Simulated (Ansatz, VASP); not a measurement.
MgO in VASP and in Ansatz

File POSCAR:

```
MgO
1.0
    0.0000000000      2.1021674168      2.1021674168
    2.1021674168      0.0000000000      2.1021674168
    2.1021674168      2.1021674168      0.0000000000
Mg O
1 1
Direct
    0.0000000000      0.0000000000      0.0000000000
    0.5000000000      0.5000000000      0.5000000000
```

INCAR.step1

```
SYSTEM = MgO
  ALGO = Normal
  EDIFF = 1E-4
  ENCUT = 520
  GGA = PE
  ISMEAR = 0
  LASPH = .TRUE.
  LCHARG = .FALSE.
  LREAL = .FALSE.
  LWAVE = .TRUE.
  NBANDS = 11
  NELM = 80
  PREC = Accurate
  SIGMA = 0.01
```

INCAR.step2

```
SYSTEM = MgO
  ALGO = Normal
  EDIFF = 1E-6
  ENCUT = 520
  ISIF = 2
  ISMEAR = 0
  ISTART = 1
  LASPH = .TRUE.
  LCHARG = .FALSE.
  LMIXTAU = .TRUE.
  LREAL = .FALSE.
  LWAVE = .FALSE.
  METAGGA = R2SCAN
  NBANDS = 11
  NELM = 80
  PREC = Accurate
  SIGMA = 0.01
```

The input KPOINTS:

```
k-points
0
G
  8 8 8
  0 0 0
```

Input for Ansatz:

```yaml
crystal:
  lattice:
    - [0.0, 2.1021674168, 2.1021674168]
    - [2.1021674168, 0.0, 2.1021674168]
    - [2.1021674168, 2.1021674168, 0.0]
  atoms:
    - { symbol: Mg, position: [0.0, 0.0, 0.0] }
    - { symbol: O, position: [0.5, 0.5, 0.5] }
kpoints:
  mp_grid: { grid: [8, 8, 8] }
hamiltonian:
  xc: r2scan
scf:
  occupations: { method: fixed }
  n_extra_bands: 4
  mixing: { beta: 1.0 }
  max_iter: 83
output:
  forces: true
  stress: true
  eigenvalues: true
```

Alike in both runs: task single point; functional r2SCAN; k mesh 8 × 8 × 8; no spin polarisation.

|  | VASP | Ansatz |
| --- | --- | --- |
| version | VASP 6.6.1 | Ansatz 0.2.0 |
| potentials or method | VASP PAW PBE potentials, release 64 (Mg, O) | plane waves |
| plane-wave cutoff (eV) | 520 | 500 |
| occupations | gaussian, width 0.01 eV | fixed |
| valence electrons in the cell | 8 | 16 |

Ansatz gave:

| Property | Result |
| --- | --- |
| gap on the k mesh at the Fermi level (eV) | 5.68 |
| pressure (GPa) | 0.0 |

Question: Which values does VASP return?

Answer: gap on the k mesh at the Fermi level (eV): 5.66; pressure (GPa): -1.1.

VASP's potentials were made for PBE, not for r2SCAN. VASP's potentials hold 8 valence electrons a cell and Ansatz's 16, so a difference there can come from the potentials and not from the codes.
